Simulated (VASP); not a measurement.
A run of VASP 6.6.1 is set up as follows.

File POSCAR:

```
Ni
1.0
    0.0000000000      1.7330608651      1.7330608651
    1.7330608651      0.0000000000      1.7330608651
    1.7330608651      1.7330608651      0.0000000000
Ni
1
Direct
    0.0000000000      0.0000000000      0.0000000000
```

The input INCAR.step1:

```
  PREC = Accurate
  ENCUT = 520
  ISMEAR = -1
  SIGMA = 0.6
  LREAL = F
  LASPH = T
  NELM = 100
  NBANDS = 11
  GGA = PE
  ALGO = Normal
  EDIFF = 1E-4
  LWAVE = T
  LCHARG = F
```

File INCAR.step2:

```
  PREC = Accurate
  ENCUT = 520
  EDIFF = 1E-7
  ISMEAR = -1
  SIGMA = 0.6
  LREAL = F
  LASPH = T
  NELM = 100
  ALGO = Normal
  ISIF = 2
  LWAVE = F
  LCHARG = F
  METAGGA = R2SCAN
  LMIXTAU = T
  NBANDS = 11
  ISTART = 1
```

The input KPOINTS:

```
regular mesh
0
Gamma
  15 15 15
```

Potentials or basis: VASP PAW PBE potentials, release 64 (Ni).

Launch:

```sh
$ cat potpaw_PBE.64/Ni/POTCAR > POTCAR
$ cp INCAR.step1 INCAR
$ mpirun -np 1 vasp_std > vasp.out
$ cp INCAR.step2 INCAR
$ mpirun -np 1 vasp_std > vasp.out
```

(1) What does it give for the pressure?

(2) Predict the band gap on the k mesh.

Answers

(1) 10.3 GPa.

(2) zero (band 5 reaches 9.72 eV, above the bottom of band 6 at 8.66 eV).

Caveat: the PAW data sets were made with another functional, which shifts forces and pressure a little; the run has no spin polarisation, though such a crystal can be magnetic.
